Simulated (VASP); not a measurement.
I, 1 atom in the cell. It takes space group Fm-3m (No. 225, cubic). The conventional cell has a = 4.357 Å, b = 4.357 Å, c = 4.357 Å, α = 90.00°, β = 90.00°, γ = 90.00°. Within 4.1 Å of I (site symmetry m-3m) lie 12 I at 3.08 Å.  This cell differs from its parent crystal: volume scaled by 0.65.

- Program: VASP 6.6.1
- Task: single point
- Functional: PBEsol
- Potentials or basis: VASP PAW PBE potentials, release 64 (I)
- Cutoff: 520 eV
- k mesh: 14 × 14 × 14
- Occupations: fermi-dirac, width 0.05 eV
- Spin: no spin polarisation
- Dipole correction: no
- Further INCAR settings: ALGO = Normal; EDIFF = 1e-06; NBANDS = 10

Potentials or basis: VASP PAW PBE potentials, release 64 (I).

Run with:

```bash
$ cat potpaw_PBE.64/I/POTCAR > POTCAR
$ mpirun -np 1 vasp_std > vasp.out
```

Hardware: 1 thread of Intel(R) Xeon(R) 6975P-C (Granite Rapids), with other jobs on the host.

Problem. How long does it take, and how much memory?

Solution. It took 4.9 s on 1 thread of Intel(R) Xeon(R) 6975P-C (Granite Rapids), on a shared host, peak memory 0.15 GiB. Counts: scf iterations 9, k points 104.
